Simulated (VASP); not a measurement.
# Ti (P6_3/mmc) in VASP: notebook

The runs below take Ti through electric field gradients, with PBE.

All numbers are computed with VASP 6.6.1; they aren't measurements. Logs are shortened: lines on timing, memory, paths and dates and some standing lists are left out, and cuts for length are marked.

### 1 The cell of the first run

The structure is hexagonal, space group P6_3/mmc (No. 194). The conventional cell has a = 2.950 Å, b = 2.950 Å, c = 4.686 Å, α = 90.00°, β = 90.00°, γ = 120.00°. Ti (site symmetry -6m2) has 12 Ti at 2.90 to 2.95 Å within 3.8 Å.

### 2 Electric field gradients, PBE

File INCAR:

```
  ALGO = Normal
  EDIFF = 1E-8
  ENCUT = 520
  GGA = PE
  ISIF = 2
  ISMEAR = -1
  LASPH = T
  LCHARG = F
  LEFG = T
  LREAL = F
  LWAVE = F
  NBANDS = 19
  NELM = 80
  PREC = Accurate
  SIGMA = 0.08
```

File KPOINTS:

```
k-points
0
Gamma
  13 13 7
```

File POSCAR:

```
Ti
1.0
    2.9499978604      0.0000000000      0.0000000000
   -1.4749989302      2.5547730882      0.0000000000
    0.0000000000      0.0000000000      4.6860000000
Ti
2
Direct
    0.3333333333      0.6666666667      0.2500000000
    0.6666666667      0.3333333333      0.7500000000
```

Potentials or basis: VASP PAW PBE potentials, release 64 (Ti_sv).

The run is started by

```bash
> cat potpaw_PBE.64/Ti_sv/POTCAR > POTCAR
> mpirun -np 1 vasp_std > vasp.out
```

OUTCAR:

```text
EDIFF = 1E-8
   ENCUT = 520
   GGA = PE
   ISIF = 2
   ISMEAR = -1
   LASPH = T
   LREAL = F
   NELM = 80
   PREC = Accurate

 ion  position               nearest neighbor table
   1  0.333  0.667  0.250-   2 2.90   2 2.90   2 2.90   2 2.90   2 2.90   2 2.90
   2  0.667  0.333  0.750-   1 2.90   1 2.90   1 2.90   1 2.90   1 2.90   1 2.90

  LATTYP: Found a hexagonal cell.
 ALAT       =     2.9499978604
 C/A-ratio  =     1.5884757284

  Lattice vectors:

 A1 = (   2.9499978604,   0.0000000000,   0.0000000000)
 A2 = (  -1.4749989302,   2.5547730882,   0.0000000000)
 A3 = (   0.0000000000,   0.0000000000,   4.6860000000)

Analysis of symmetry for initial positions (statically):
=====================================================================
 Subroutine PRICEL returns:
 Original cell was already a primitive cell.

 Routine SETGRP: Setting up the symmetry group for a
 hexagonal supercell.

 Subroutine GETGRP returns: Found 24 space group operations
 (whereof 12 operations were pure point group operations)
 out of a pool of 24 trial point group operations.

The static configuration has the point symmetry D_3d.
 The point group associated with its full space group is D_6h.

Analysis of symmetry for dynamics (positions and initial velocities):
=====================================================================
 Subroutine PRICEL returns:
 Original cell was already a primitive cell.

 Routine SETGRP: Setting up the symmetry group for a
 hexagonal supercell.

 Subroutine GETGRP returns: Found 24 space group operations
 (whereof 12 operations were pure point group operations)
 out of a pool of 24 trial point group operations.

The dynamic configuration has the point symmetry D_3d.
 The point group associated with its full space group is D_6h.

 Subroutine INISYM returns: Found 24 space group operations
 (whereof 12 operations are pure point group operations),
 and found     1 'primitive' translations

----------------------------------------------------------------------------------------

                                     Primitive cell

  volume of cell :      35.3164

  direct lattice vectors                    reciprocal lattice vectors
[... 115 lines left out ...]
   IVDW    =     0    specifies the selected vdW correction
   LEPSILON=     F    determine dielectric tensor
   LRPA    =     F    only Hartree local field effects (RPA)
 non-spin polarized calculation
  energy-cutoff  :      520.00
  volume of cell :       35.32
 maximum number of plane-waves:       975
 NGX is ok and might be reduce to    24
   NGX = 11   NGY = 11   NGZ = 17

 number of electron      24.0000001 magnetization

 Free energy of the ion-electron system (eV)
  ---------------------------------------------------
  ext. energy  EPLUGINS =         0.00000000
  ---------------------------------------------------
  free energy    TOTEN  =       -15.69098518 eV

  energy without entropy =      -15.64232428  energy(sigma->0) =      -15.66665473

 E-fermi :   8.1514     XC(G=0): -11.4194

 val. band max:        8.1497626421   @ k =   0.2308   0.2308   0.4286
 cond. band min:       8.1566623299   @ k =   0.3077   0.2308   0.4286
 fundamental gap:      0.0068996878
 Fermi energy:         8.1514043731

 k-point     1 :       0.0000    0.0000    0.0000
  band No.  band energies     occupation
      1     -48.7216      2.00000
      2     -48.5952      2.00000
      3     -25.2864      2.00000
      4     -24.6796      2.00000
      5     -24.6796      2.00000
      6     -24.6193      2.00000
[... 505 lines left out ...]
      6     -24.7053      2.00000
[... 11 lines left out ...]
     18       9.9159      0.00000
     19      11.3826      0.00000

 [... further k-points ...]
[... 5 lines left out ...]
  --------------------------------------------------------------------------------------
  -------------------------------------------------------------------------------------
  Total       -0.3738965     -0.3738965     -0.4592421      0.0000000      0.0000000      0.0000000
  in kB      -16.9623361    -16.9623361    -20.8341585      0.0000000      0.0000000      0.0000000
  external PRESSURE =     -18.2529435 kB  Pullay stress =       0.0000000 kB

 VOLUME and BASIS-vectors are now :
 -----------------------------------------------------------------------------
  energy-cutoff  :      520.00
  volume of cell :       35.32
      direct lattice vectors                 reciprocal lattice vectors
     2.949997860  0.000000000  0.000000000     0.338983297  0.195712098  0.000000000
    -1.474998930  2.554773088  0.000000000     0.000000000  0.391424195  0.000000000
     0.000000000  0.000000000  4.686000000     0.000000000  0.000000000  0.213401622

 POSITION                                       TOTAL-FORCE (eV/Angst)
 -----------------------------------------------------------------------------------
     -0.00000      1.70318      1.17150        -0.000000      0.000000      0.000000
      1.47500      0.85159      3.51450         0.000000      0.000000      0.000000
 -----------------------------------------------------------------------------------
    total drift:                               -0.000000      0.000000     -0.000000

  FREE ENERGIE OF THE ION-ELECTRON SYSTEM (eV)
  ---------------------------------------------------
  free  energy   TOTEN  =       -15.6909851837 eV

  energy  without entropy=      -15.6423242765  energy(sigma->0) =      -15.66665473

 Electric field gradients (V/A^2)
---------------------------------------------------------------------
 ion       V_xx      V_yy      V_zz      V_xy      V_xz      V_yz
---------------------------------------------------------------------
   1      -8.234    -8.234    16.469    -0.000     0.000    -0.000
   2      -8.234    -8.234    16.469    -0.000    -0.000     0.000
---------------------------------------------------------------------

 Electric field gradients after diagonalization (V/A^2)
 (convention: |V_zz| > |V_xx| > |V_yy|)
----------------------------------------------------------------------
 ion       V_xx      V_yy      V_zz     asymmetry (V_yy - V_xx)/ V_zz
----------------------------------------------------------------------
   1      -8.234    -8.234    16.469       0.000
   2      -8.234    -8.234    16.469       0.000
----------------------------------------------------------------------

           NMR quadrupolar parameters

 Cq : quadrupolar parameter    Cq=e*Q*V_zz/h
 eta: asymmetry parameters     (V_yy - V_xx)/ V_zz
 Q  : nuclear electric quadrupole moment in mb (millibarn)
----------------------------------------------------------------------
 ion       Cq(MHz)       eta       Q (mb)
----------------------------------------------------------------------
   1       0.040       0.000       1.000
   2       0.040       0.000       1.000
----------------------------------------------------------------------
```

stdout:

```text
POSCAR found type information on POSCAR Ti
 POSCAR found :  1 types and       2 ions
 scaLAPACK will be used
 LDA part: xc-table for (Slater+PW92), standard interpolation
 POSCAR, INCAR and KPOINTS ok, starting setup
 FFT: planning ... GRIDC
 FFT: planning ... GRID_SOFT
 FFT: planning ... GRID
 WAVECAR not read
 entering main loop
ion   1

ion   2
```

It took 44 s on 1 thread of Intel Xeon 6975P-C, shared host; peak memory 0.18 GiB.

What came out:

| Property | Result |
| --- | --- |
| Free energy | -15.6910 eV |
| Pressure | -1.8 GPa |
| Band gap on the k mesh | zero (band 12 reaches 8.93 eV, above the bottom of band 13 at 7.84 eV) |

Electric field gradients, principal values (V/Å²):
```csv
atom,least,middle,greatest (by size)
1 Ti,-8.234,-8.234,16.469
2 Ti,-8.234,-8.234,16.469
```

Caveat: without QUAD_EFG the Cq values of the log hold for a quadrupole moment of 1 mb, not for the nuclei.

### 3 Electric field gradients, PBE (volume scaled by 1.03)

File INCAR:

```
SYSTEM = Ti
  PREC = Accurate
  ENCUT = 520
  EDIFF = 1E-8
  ISMEAR = -1
  SIGMA = 0.08
  LREAL = .False.
  LASPH = .True.
  NELM = 100
  ALGO = Normal
  ISIF = 2
  LWAVE = .False.
  LCHARG = .False.
  GGA = PE
  LEFG = .True.
  NBANDS = 19
```

File KPOINTS:

```
Automatic mesh
0
Gamma
  13 13 7
  0 0 0
```

File POSCAR:

```
Ti
1.0
    2.9792076597      0.0000000000      0.0000000000
   -1.4896038298      2.5800695164      0.0000000000
    0.0000000000      0.0000000000      4.7323990572
Ti
2
Direct
    0.3333333333      0.6666666667      0.2500000000
    0.6666666667      0.3333333333      0.7500000000
```

Potentials or basis: VASP PAW PBE potentials, release 64 (Ti_sv).

The run is started by

```bash
> cat potpaw_PBE.64/Ti_sv/POTCAR > POTCAR
> mpirun -np 1 vasp_std > vasp.out
```

OUTCAR:

```text
SYSTEM = Ti
   PREC = Accurate
   ENCUT = 520
   EDIFF = 1E-8
   ISMEAR = -1
   LREAL = .False.
   LASPH = .True.
   NELM = 100
   ISIF = 2
   GGA = PE

 ion  position               nearest neighbor table
   1  0.333  0.667  0.250-
   2  0.667  0.333  0.750-

  LATTYP: Found a hexagonal cell.
 ALAT       =     2.9792076597
 C/A-ratio  =     1.5884757284

  Lattice vectors:

 A1 = (   2.9792076597,   0.0000000000,   0.0000000000)
[... 741 lines left out ...]

  FREE ENERGIE OF THE ION-ELECTRON SYSTEM (eV)
  ---------------------------------------------------
  free  energy   TOTEN  =       -15.6694655226 eV

  energy  without entropy=      -15.6191549645  energy(sigma->0) =      -15.64431024

 Electric field gradients (V/A^2)
---------------------------------------------------------------------
 ion       V_xx      V_yy      V_zz      V_xy      V_xz      V_yz
---------------------------------------------------------------------
   1      -7.648    -7.648    15.296    -0.001     0.000    -0.000
   2      -7.648    -7.648    15.296    -0.001    -0.000     0.000
---------------------------------------------------------------------

 Electric field gradients after diagonalization (V/A^2)
 (convention: |V_zz| > |V_xx| > |V_yy|)
----------------------------------------------------------------------
 ion       V_xx      V_yy      V_zz     asymmetry (V_yy - V_xx)/ V_zz
----------------------------------------------------------------------
   1      -7.649    -7.647    15.296       0.000
   2      -7.649    -7.647    15.296       0.000
----------------------------------------------------------------------

           NMR quadrupolar parameters

 Cq : quadrupolar parameter    Cq=e*Q*V_zz/h
 eta: asymmetry parameters     (V_yy - V_xx)/ V_zz
 Q  : nuclear electric quadrupole moment in mb (millibarn)
----------------------------------------------------------------------
 ion       Cq(MHz)       eta       Q (mb)
----------------------------------------------------------------------
   1       0.037       0.000       1.000
   2       0.037       0.000       1.000
----------------------------------------------------------------------
```

OSZICAR:

```text
N       E                     dE             d eps       ncg     rms          rms(c)
DAV:   1     0.264853870582E+03    0.26485E+03   -0.13046E+04  3192   0.155E+03
DAV:   2     0.128842870606E+02   -0.25197E+03   -0.24789E+03  3287   0.441E+02
DAV:   3    -0.165134140828E+02   -0.29398E+02   -0.29045E+02  5913   0.124E+02
DAV:   4    -0.178294104854E+02   -0.13160E+01   -0.13143E+01  3739   0.270E+01
DAV:   5    -0.178937627539E+02   -0.64352E-01   -0.64347E-01  4704   0.428E+00    0.114E+01
DAV:   6    -0.156695693675E+02    0.22242E+01   -0.83817E+00  3709   0.284E+01    0.274E+00
DAV:   7    -0.156546719447E+02    0.14897E-01   -0.67824E-01  4782   0.582E+00    0.202E+00
DAV:   8    -0.156766017746E+02   -0.21930E-01   -0.18765E-01  3523   0.499E+00    0.647E-01
DAV:   9    -0.156691064113E+02    0.74954E-02   -0.43811E-02  3673   0.205E+00    0.659E-02
DAV:  10    -0.156694233402E+02   -0.31693E-03   -0.26818E-03  4686   0.308E-01    0.779E-02
DAV:  11    -0.156694738416E+02   -0.50501E-04   -0.11931E-04  3697   0.734E-02    0.343E-02
DAV:  12    -0.156694638195E+02    0.10022E-04   -0.29807E-05  3721   0.438E-02    0.701E-03
DAV:  13    -0.156694646306E+02   -0.81105E-06   -0.15108E-06  3822   0.113E-02    0.648E-04
DAV:  14    -0.156694653240E+02   -0.69346E-06   -0.16777E-07  4802   0.211E-03    0.928E-04
DAV:  15    -0.156694655136E+02   -0.18956E-06   -0.26378E-08  3179   0.136E-03    0.262E-04
DAV:  16    -0.156694655360E+02   -0.22406E-07   -0.18536E-09  1782   0.345E-04    0.296E-05
DAV:  17    -0.156694655249E+02    0.11095E-07   -0.37139E-10  1728   0.158E-04    0.134E-05
DAV:  18    -0.156694655226E+02    0.23560E-08   -0.80739E-11  1701   0.621E-05
   1 F= -.15669466E+02 E0= -.15644310E+02  d E =-.503106E-01
```

It took 47 s on 1 thread of Intel Xeon 6975P-C, shared host; peak memory 0.18 GiB.

What came out:

```yaml
Free_energy: -15.6695 eV
Pressure: -4.7 GPa
Band_gap_on_the_k_mesh: zero (band 12 reaches 8.61 eV, above the bottom of band 13 at 7.55 eV)
```

Levels at points of the mesh, in eV from the Fermi level:
```csv
k point,band 8,band 9,band 10,band 11,band 12,band 13,band 14,band 15,band 16,band 17
"(0.00, 0.00, 0.00)",-32.82,-6.09,-2.57,0.64,0.76,0.76,0.85,1.22,1.22,1.57
```

Electric field gradients, principal values (V/Å²):
```
atom   least  middle  greatest (by size)
1 Ti  -7.647  -7.649              15.296
2 Ti  -7.647  -7.649              15.296
```

Caveat: without QUAD_EFG the Cq values of the log hold for a quadrupole moment of 1 mb, not for the nuclei.
